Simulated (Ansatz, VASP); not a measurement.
## AlN: VASP beside Ansatz

```xyz
16
Lattice="-1.5651 -2.7109 5.0180 1.5651 -2.7109 0.0000 7.8256 -0.5422 8.0288" Properties=species:S:1:pos:R:3 pbc="T T T"
Al    1.2861   -4.2533    3.8442
Al    5.9815   -1.5424    8.8621
Al    2.8513   -1.5424    3.8442
Al    5.9815   -1.5424    3.8442
Al    1.2861   -2.4461    6.3532
Al    1.2861   -2.4461    1.3352
Al    4.4164   -2.4461    6.3532
Al    5.9815    0.2648    6.3532
N     1.2861   -4.2533    5.7587
N     7.5466    1.1684    5.7587
N     2.8513   -1.5424    5.7587
N     5.9815   -1.5424    5.7587
N     2.8513    0.2648    3.2498
N     1.2861   -2.4461    3.2498
N     4.4164   -2.4461    8.2677
N     5.9815    0.2648    8.2677
```

Alike in both runs: task single point; functional PBE; k mesh 4 × 8 × 3; occupations gaussian, width 0.05 eV; no spin polarisation.

```csv
,VASP,Ansatz
version,VASP 6.6.1,Ansatz 0.2.0
potentials or method,"VASP PAW PBE potentials, release 64 (Al, N), cutoff 520 eV","scalar-relativistic, plane waves, PAW"
valence electrons in the cell,64,64
```

|  | VASP | Ansatz | Ansatz less VASP |
| --- | --- | --- | --- |
| gap on the k mesh at the Fermi level (eV) | 0.45 | 0.45 | -0.001 |
| least direct gap on the mesh (eV) | 0.45 | 0.45 | -0.001 |
| pressure (GPa) | 4.1 | 4.3 | +0.24 |
| traceless stress, the component that is largest in VASP (GPa) | 13.29 | 13.25 | -0.046 |
| rms of the force components (eV/Å) | 2.016 | 2.018 | +0.0018 |

Atom by atom the forces differ by 0.005 eV/Å (rms over components).
